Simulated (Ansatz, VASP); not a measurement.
**Na in VASP and in Ansatz**

```
Na
1.0
     3.76700    0.00000    0.00000
    -1.88350    3.26232    0.00000
     0.00000    0.00000    6.09246
Na
2
Direct
  0.33333 0.66667 0.25000
  0.66667 0.33333 0.75000
```

Change from the starting cell: zz strain of -1 %.

Alike in both runs: task single point; functional PBEsol; k mesh 13 × 13 × 7; occupations fermi-dirac, width 0.05 eV; no spin polarisation.

```csv
,VASP,Ansatz
version,VASP 6.6.1,Ansatz 0.2.0
potentials or method,"VASP PAW PBE potentials, release 64 (Na_pv), cutoff 520 eV","all-electron LAPW, scalar-relativistic"
```

|  | VASP | Ansatz | Ansatz less VASP |
| --- | --- | --- | --- |
| pressure (GPa) | -0.2 | -0.2 | -0.02 |
| traceless stress, the component that is largest in VASP (GPa) | 0.14 | 0.14 | -0.001 |

VASP's potentials were made for PBE, not for PBEsol. Ansatz ran all-electron here, and VASP with PAW potentials.
